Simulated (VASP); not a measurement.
## GaSn3: relaxation of cell and atoms with LDA

The system is GaSn3.

```
CELL_PARAMETERS angstrom
6.47346 0.00000 0.00000
-3.23673 5.60618 0.00000
0.00000 0.00000 5.54997
ATOMIC_POSITIONS crystal
Ga 0.66667 0.33333 0.25000
Ga 0.33333 0.66667 0.75000
Sn 0.33664 0.16832 0.75000
Sn 0.83168 0.16832 0.75000
Sn 0.83168 0.66336 0.75000
Sn 0.66336 0.83168 0.25000
Sn 0.16832 0.83168 0.25000
Sn 0.16832 0.33664 0.25000
```

```
Program                : VASP 6.6.1
Task                   : relaxation of cell and atoms
Functional             : LDA
Potentials or basis    : VASP PAW LDA potentials, release 64 (Ga_d, Sn_d)
Cutoff                 : 600 eV
k mesh                 : 4 × 4 × 4
Occupations            : fermi-dirac, width 0.05 eV
Spin                   : no spin polarisation
Dipole correction      : no
Further INCAR settings : ALGO = Normal; EDIFF = 1e-06; IBRION = 2; EDIFFG = -0.01; NSW = 80; ISIF = 3
```

* Relaxed volume: 23.79 Å³/atom
* Relaxed cell: a = 6.393 Å, b = 6.393 Å, c = 5.379 Å, α = 90.00°, β = 90.00°, γ = 120.00°
* Space group after relaxing (to 0.05 Å): P6_3/mmc (No. 194)
* Energy gained by relaxing: 14.9 meV/atom
* Ionic steps: 5
* Pressure after relaxing: 0.0 GPa
* Largest force after relaxing: 0.003 eV/Å
* Band gap on the k mesh: zero (band 55 reaches 9.42 eV, above the bottom of band 56 at 7.29 eV)

Forces in eV/Å, atoms in the order of the input:
```
Ga   0.000  0.000  0.000
Ga   0.000  0.000  0.000
Sn   0.003  0.002  0.000
Sn  -0.003  0.002  0.000
Sn   0.000 -0.003  0.000
Sn  -0.003 -0.002  0.000
Sn   0.003 -0.002  0.000
Sn   0.000  0.003  0.000
```

The path:
```csv
step,energy change (eV),largest force (eV/Å),pressure (GPa),volume (Å³)
1,0.0000,0.0390,-2.97,201.42
2,-0.1142,0.0106,0.62,188.11
3,-0.1176,0.0018,0.04,189.94
4,-0.1183,0.0016,0.04,190.05
5,-0.1191,0.0032,0.01,190.35
```

Final structure:
```xyz
8
Lattice="6.3926 0.0000 0.0000 -3.1963 5.5361 0.0000 0.0000 0.0000 5.3785" Properties=species:S:1:pos:R:3 pbc="T T T"
Ga    3.1963    1.8454    1.3446
Ga    0.0000    3.6907    4.0339
Sn    1.6129    0.9312    4.0339
Sn    4.7797    0.9312    4.0339
Sn    3.1963    3.6737    4.0339
Sn    1.5834    4.6049    1.3446
Sn   -1.5834    4.6049    1.3446
Sn    0.0000    1.8624    1.3446
```

Levels at points of the mesh, in eV from the Fermi level:
```
           k point  band 53  band 54  band 55  band 56  band 57  band 58
(0.00, 0.00, 0.00)    -1.52    -1.20    -1.20    -0.66    -0.66     0.00
(0.50, 0.00, 0.00)    -1.54    -1.45    -1.12    -0.69     0.32     0.61
(0.00, 0.00, 0.50)    -3.97    -3.97     1.18     1.18     4.34     4.34
(0.50, 0.00, 0.50)    -0.08    -0.08     0.14     0.14     1.38     1.38
```

Wall time 13 min on 1 thread of AMD EPYC 9R45 (Zen 5), with other jobs on the host, peak memory 0.35 GiB.

Caveat: spin-orbit coupling is left out, which moves the levels of the heavy elements.
